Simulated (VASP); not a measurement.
# NaV3 (Pm-3m) in VASP: single point with PBE

Aim: the single point of NaV3 with PBE.

All numbers are computed with VASP 6.6.1; they aren't measurements. Logs are shortened: lines on timing, memory, paths and dates and some standing lists are left out, and cuts for length are marked.

## Step 1: The cell of the first run

Symmetry: Pm-3m, No. 221, cubic system. The conventional cell has a = 4.855 Å, b = 4.855 Å, c = 4.855 Å, α = 90.00°, β = 90.00°, γ = 90.00°. Within 4.5 Å of Na (site symmetry m-3m) lie 12 V at 3.43 Å. Within 4.5 Å of V (site symmetry 4/mmm) lie 4 Na at 3.43 Å and 8 V at 3.43 Å.

## Step 2: Single point, PBE

File INCAR:

```
ALGO = Normal
EDIFF = 1E-6
ENCUT = 500
GGA = PE
GGA_COMPAT = False
ISIF = 2
ISMEAR = -1
LASPH = True
LCHARG = False
LREAL = False
LWAVE = False
NBANDS = 31
NELM = 120
PREC = Accurate
SIGMA = 0.1
```

File KPOINTS:

```
k-points
0
Gamma
  4 4 4
```

File POSCAR:

```
NaV3
1.0
    4.8546310000      0.0000000000      0.0000000000
    0.0000000000      4.8546310000      0.0000000000
    0.0000000000      0.0000000000      4.8546310000
Na V
1 3
Direct
    0.0000000000      0.0000000000      0.0000000000
    0.5000000000      0.0000000000      0.5000000000
    0.0000000000      0.5000000000      0.5000000000
    0.5000000000      0.5000000000      0.0000000000
```

Potentials or basis: VASP PAW PBE potentials, release 64 (Na_pv, V_sv).

Launch:

```sh
> cat potpaw_PBE.64/Na_pv/POTCAR potpaw_PBE.64/V_sv/POTCAR > POTCAR
> mpirun -np 1 vasp_std > vasp.out
```

OUTCAR:

```text
EDIFF = 1E-6
   ENCUT = 500
   GGA = PE
   ISIF = 2
   ISMEAR = -1
   LASPH = True
   LREAL = False
   NELM = 120
   PREC = Accurate

 ion  position               nearest neighbor table
   1  0.000  0.000  0.000-
   2  0.500  0.000  0.500-
   3  0.000  0.500  0.500-
   4  0.500  0.500  0.000-

  LATTYP: Found a simple cubic cell.
 ALAT       =     4.8546310000

  Lattice vectors:

 A1 = (   4.8546310000,   0.0000000000,   0.0000000000)
 A2 = (   0.0000000000,   4.8546310000,   0.0000000000)
 A3 = (   0.0000000000,   0.0000000000,   4.8546310000)

Analysis of symmetry for initial positions (statically):
=====================================================================
 Subroutine PRICEL returns:
 Original cell was already a primitive cell.

 Routine SETGRP: Setting up the symmetry group for a
 simple cubic supercell.

 Subroutine GETGRP returns: Found 48 space group operations
[... 9 lines left out ...]

 Routine SETGRP: Setting up the symmetry group for a
 simple cubic supercell.

 Subroutine GETGRP returns: Found 48 space group operations
[... 11 lines left out ...]
                                     Primitive cell

  volume of cell :     114.4112

  direct lattice vectors                    reciprocal lattice vectors
     4.854631000  0.000000000  0.000000000     0.205988879  0.000000000  0.000000000
     0.000000000  4.854631000  0.000000000     0.000000000  0.205988879  0.000000000
     0.000000000  0.000000000  4.854631000     0.000000000  0.000000000  0.205988879

  length of vectors
     4.854631000  4.854631000  4.854631000     0.205988879  0.205988879  0.205988879

  position of ions in fractional coordinates (direct lattice)
     0.000000000  0.000000000  0.000000000
     0.500000000  0.000000000  0.500000000
     0.000000000  0.500000000  0.500000000
     0.500000000  0.500000000  0.000000000

  ion indices of the primitive-cell ions
   primitive index   ion index
                 1           1
                 2           2
                 3           3
                 4           4

[... 46 lines left out ...]
 SYSTEM =  unknown system
   PREC   = accura    normal or accurate (medium, high low for compatibility)
   ISTART =      0    job   : 0-new  1-cont  2-samecut
   ICHARG =      2    charge: 1-file 2-atom 10-const
   ISPIN  =      1    spin polarized calculation?
   LNONCOLLINEAR =      F non collinear calculations
   LSORBIT =      F    spin-orbit coupling
   LASPH  =      T    aspherical Exc in radial PAW
   ENCUT  =  500.0 eV  36.75 Ry    6.06 a.u.   8.85  8.85  8.85*2*pi/ulx,y,z
   NELM   =    120;   NELMIN=  2; NELMDL= -5     # of ELM steps
   EDIFF  = 0.1E-05   stopping-criterion for ELM
   LREAL  =      F    real-space projection
   EDIFFG = 0.1E-04   stopping-criterion for IOM
   NSW    =      0    number of steps for IOM
   IBRION =     -1    ionic relax: 0-MD 1-quasi-New 2-CG
   NFREE  =      0    steps in history (QN), initial steepest desc. (CG)
   ISIF   =      2    stress and relaxation
   ISYM   =      2    0-nonsym 1-usesym 2-fastsym
   POTIM  = 0.5000    time-step for ionic-motion
   TEBEG  =    0.0;   TEEND  =   0.0 temperature during run
   PSTRESS=    0.0 pullay stress
   NELECT =      46.0000    total number of electrons
   NUPDOWN=      -1.0000    fix difference up-down
   EMIN   =  10.00;   EMAX   =-10.00  energy-range for DOS
   EFERMI =   0.00;   METHOD = LEGACY
   ISMEAR =    -1;   SIGMA  =   0.10  broadening in eV -4-tet -1-fermi 0-gaus
   EFERMI_NEDOS =   21; number of points for ismear=-14 and -15
   IALGO  =     38    algorithm
   IMIX   =      4    mixing-type and parameters
     AMIX     =   0.40;   BMIX     =  1.00
     AMIX_MAG =   1.60;   BMIX_MAG =  1.00
  volume/ion in A,a.u.               =      28.60       193.02
  Fermi-wavevector in a.u.,A,eV,Ry     =   1.208290  2.283337 19.864029  1.459965
  Thomas-Fermi vector in A             =   2.343902
   LORBIT       =      0    0 simple, 1 ext, 2 COOP (PROOUT), +10 PAW based schemes
   GGA     = PE    functional components
   LHFCALC =     F    Hartree Fock is set to
   AEXX    =    0.0000 exact exchange contribution
   IVDW    =     0    specifies the selected vdW correction
   LEPSILON=     F    determine dielectric tensor
   LRPA    =     F    only Hartree local field effects (RPA)
 non-spin polarized calculation
  energy-cutoff  :      500.00
  volume of cell :      114.41
 maximum number of plane-waves:      2945
 NGX is ok and might be reduce to    36
   NGX = 17   NGY = 17   NGZ = 17

 number of electron      45.9999927 magnetization

 Free energy of the ion-electron system (eV)
  ---------------------------------------------------
  ext. energy  EPLUGINS =         0.00000000
  ---------------------------------------------------
  free energy    TOTEN  =       -19.34307702 eV

  energy without entropy =      -18.87325127  energy(sigma->0) =      -19.10816414

 E-fermi :   2.3702     XC(G=0):  -8.7928

 val. band max:        2.3667444040   @ k =   0.5000   0.2500   0.2500
 cond. band min:       2.3705138025   @ k =   0.2500   0.2500   0.2500
 fundamental gap:      0.0037693986
 Fermi energy:         2.3702092429

 k-point     1 :       0.0000    0.0000    0.0000
  band No.  band energies     occupation
      1     -62.2055      2.00000
      2     -62.1991      2.00000
      3     -62.1991      2.00000
      4     -36.0417      2.00000
      5     -36.0417      2.00000
      6     -36.0417      2.00000
[... 329 lines left out ...]
     30       3.0335      0.00263
     31       3.0335      0.00263

------------------------ aborting loop because EDIFF is reached ----------------------------------------

  FORCE on cell =-STRESS in cart. coord.  units (eV):
  Direction    XX          YY          ZZ          XY          YZ          ZX
  --------------------------------------------------------------------------------------
  -------------------------------------------------------------------------------------
  Total      -12.2012721    -12.2012721    -12.2012721     -0.0000000     -0.0000000      0.0000000
  in kB     -170.8626038   -170.8626038   -170.8626038     -0.0000000     -0.0000000      0.0000000
  external PRESSURE =    -170.8626038 kB  Pullay stress =       0.0000000 kB

 VOLUME and BASIS-vectors are now :
 -----------------------------------------------------------------------------
  energy-cutoff  :      500.00
  volume of cell :      114.41
      direct lattice vectors                 reciprocal lattice vectors
     4.854631000  0.000000000  0.000000000     0.205988879  0.000000000  0.000000000
     0.000000000  4.854631000  0.000000000     0.000000000  0.205988879  0.000000000
     0.000000000  0.000000000  4.854631000     0.000000000  0.000000000  0.205988879

 POSITION                                       TOTAL-FORCE (eV/Angst)
 -----------------------------------------------------------------------------------
      0.00000      0.00000      0.00000         0.000000      0.000000      0.000000
      2.42732      0.00000      2.42732         0.000000      0.000000      0.000000
      0.00000      2.42732      2.42732         0.000000      0.000000      0.000000
      2.42732      2.42732      0.00000         0.000000      0.000000      0.000000
 -----------------------------------------------------------------------------------
    total drift:                                0.000000      0.000000      0.000000

  FREE ENERGIE OF THE ION-ELECTRON SYSTEM (eV)
  ---------------------------------------------------
  free  energy   TOTEN  =       -19.3430770191 eV

  energy  without entropy=      -18.8732512685  energy(sigma->0) =      -19.10816414
```

OSZICAR:

```text
N       E                     dE             d eps       ncg     rms          rms(c)
DAV:   1     0.589210968043E+03    0.58921E+03   -0.26760E+04   692   0.149E+03
DAV:   2     0.691448955873E+01   -0.58230E+03   -0.57298E+03   627   0.514E+02
DAV:   3    -0.240607440055E+02   -0.30975E+02   -0.29059E+02   922   0.122E+02
DAV:   4    -0.250483141914E+02   -0.98757E+00   -0.94385E+00   761   0.183E+01
DAV:   5    -0.250859985571E+02   -0.37684E-01   -0.37439E-01   763   0.374E+00    0.173E+01
DAV:   6    -0.221649372232E+02    0.29211E+01   -0.10828E+02   745   0.489E+01    0.140E+01
DAV:   7    -0.193577561341E+02    0.28072E+01   -0.21336E+01   775   0.249E+01    0.219E+00
DAV:   8    -0.193469542776E+02    0.10802E-01   -0.32127E-01   807   0.245E+00    0.129E+00
DAV:   9    -0.193434251474E+02    0.35291E-02   -0.47028E-02   829   0.114E+00    0.262E-01
DAV:  10    -0.193431097098E+02    0.31544E-03   -0.62580E-03   833   0.454E-01    0.724E-02
DAV:  11    -0.193430816677E+02    0.28042E-04   -0.45974E-04   776   0.158E-01    0.191E-02
DAV:  12    -0.193430772361E+02    0.44316E-05   -0.67298E-05   947   0.463E-02    0.567E-03
DAV:  13    -0.193430770191E+02    0.21699E-06   -0.39014E-06   630   0.101E-02
   1 F= -.19343077E+02 E0= -.19108164E+02  d E =-.469826E+00
```

Wall time 23 s (1 thread of Intel Xeon Platinum 8259CL at 2.50GHz (Skylake/Cascade Lake), shared host); peak memory 0.21 GiB.

Results:

| Property | Result |
| --- | --- |
| Free energy | -19.3431 eV |
| Pressure | -17.1 GPa |
| Band gap on the k mesh | zero (band 23 reaches 2.86 eV, above the bottom of band 24 at 2.34 eV) |

Levels at points of the mesh, in eV from the Fermi level:
| k point | band 19 | band 20 | band 21 | band 22 | band 23 | band 24 | band 25 | band 26 |
| --- | --- | --- | --- | --- | --- | --- | --- | --- |
| (0.00, 0.00, 0.00) | -0.83 | -0.63 | -0.63 | -0.63 | 0.49 | 0.49 | 0.49 | 0.92 |
| (0.50, 0.00, 0.00) | -0.47 | -0.33 | -0.33 | -0.19 | -0.03 | -0.03 | 0.25 | 0.30 |
| (0.50, 0.50, 0.00) | -0.94 | -0.39 | -0.24 | -0.18 | -0.18 | 0.07 | 0.07 | 0.40 |
| (0.50, 0.50, 0.50) | -1.12 | 0.02 | 0.02 | 0.02 | 0.23 | 0.52 | 0.52 | 0.52 |
